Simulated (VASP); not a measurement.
Set up this calculation in VASP 6.6.1, as the native input.

```yaml
Task: single point
Functional: PBE
Potentials_or_basis: VASP PAW PBE potentials, release 64 (Ti_sv, Os)
Cutoff: 520 eV
k_mesh: 6 × 6 × 6
Occupations: gaussian, width 0.2 eV
Spin: no spin polarisation
Dipole_correction: no
Further_INCAR_settings: ALGO = Normal; EDIFF = 1e-06; NBANDS = 26
```

The structure of TiOs3 lies in POSCAR:

```
TiOs3
1.0
    3.9887589762      0.0000000000      0.0000000000
    0.0000000000      3.9887589762      0.0000000000
    0.0000000000      0.0000000000      3.9887589762
Ti Os
1 3
Direct
    0.0000000000      0.0000000000      0.0000000000
    0.5000000000      0.5000000000      0.0000000000
    0.5000000000      0.0000000000      0.5000000000
    0.0000000000      0.5000000000      0.5000000000
```

The input as run:

INCAR

```
PREC = Accurate
ENCUT = 520
EDIFF = 1E-6
ISMEAR = 0
SIGMA = 0.2
LREAL = F
LASPH = T
NELM = 80
ALGO = Normal
ISIF = 2
LWAVE = F
LCHARG = F
GGA = PE
NBANDS = 26
```

KPOINTS

```
Automatic mesh
0
Gamma
  6 6 6
```

Potentials or basis: VASP PAW PBE potentials, release 64 (Ti_sv, Os).

The run is started by

```console
$ cat potpaw_PBE.64/Ti_sv/POTCAR potpaw_PBE.64/Os/POTCAR > POTCAR
$ mpirun -np 1 vasp_std > vasp.out
```

Results of the run:

* Pressure: -20.9 GPa
* Band gap on the k mesh: zero (band 18 reaches 10.40 eV, above the bottom of band 19 at 6.92 eV)

Caveat: spin-orbit coupling is left out, which moves the levels of the heavy elements.

Run time: 19 s on 1 thread of Intel(R) Xeon(R) 6975P-C (Granite Rapids), with other jobs on the host, peak memory 0.18 GiB.
